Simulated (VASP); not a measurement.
A run of VASP 6.6.1 is set up as follows.

File POSCAR:

```
PbS
1.0
    2.1073236324     -6.0701387599      0.0000000000
    2.1073236324      6.0701387599      0.0000000000
    0.0000000000      0.0000000000      4.3356342523
Pb S
2 2
Direct
    0.1305633500      0.8694366500      0.2500000000
    0.8694366500      0.1305633500      0.7500000000
    0.3547970900      0.6452029100      0.2500000000
    0.6452029100      0.3547970900      0.7500000000
```

Contents of INCAR.step1:

```
SYSTEM = PbS
PREC     = Accurate       ! precision mode
ENCUT    = 520            ! plane-wave cutoff, eV
ISMEAR   = -1             ! smearing method
SIGMA    = 0.05           ! smearing width, eV
LREAL    = .False.        ! projectors in reciprocal space
LASPH    = .True.         ! aspherical terms in the spheres
NELM     = 60             ! most SCF steps
NBANDS   = 28             ! bands
GGA      = PE             ! functional
ALGO     = Normal         ! electronic algorithm
EDIFF    = 1E-4           ! SCF threshold, eV
LWAVE    = .True.         ! write WAVECAR
LCHARG   = .False.        ! write CHGCAR
```

File INCAR.step2:

```
SYSTEM = PbS
PREC     = Accurate       ! precision mode
ENCUT    = 520            ! plane-wave cutoff, eV
EDIFF    = 1E-6           ! SCF threshold, eV
ISMEAR   = -1             ! smearing method
SIGMA    = 0.05           ! smearing width, eV
LREAL    = .False.        ! projectors in reciprocal space
LASPH    = .True.         ! aspherical terms in the spheres
NELM     = 60             ! most SCF steps
ALGO     = Normal         ! electronic algorithm
ISIF     = 2              ! what is computed and relaxed
LWAVE    = .False.        ! write WAVECAR
LCHARG   = .True.         ! write CHGCAR
METAGGA  = R2SCAN         ! meta-GGA
LMIXTAU  = .True.       
LELF     = .True.         ! ELF
LVHAR    = .True.       
NBANDS   = 28             ! bands
ISTART   = 1
```

KPOINTS

```
Automatic mesh
0
Gamma
  7 7 6
  0 0 0
```

Potentials or basis: VASP PAW PBE potentials, release 64 (Pb_d, S).

Command:

```bash
$ cat potpaw_PBE.64/Pb_d/POTCAR potpaw_PBE.64/S/POTCAR > POTCAR
$ cp INCAR.step1 INCAR
$ mpirun -np 1 vasp_std > vasp.out
$ cp INCAR.step2 INCAR
$ mpirun -np 1 vasp_std > vasp.out
```

(1) Estimate the pressure.

(2) Estimate the largest force.

Results:

(1) -2.1 GPa.

(2) 0.241 eV/Å.

Caveat: the PAW data sets were made with another functional, which shifts forces and pressure a little.
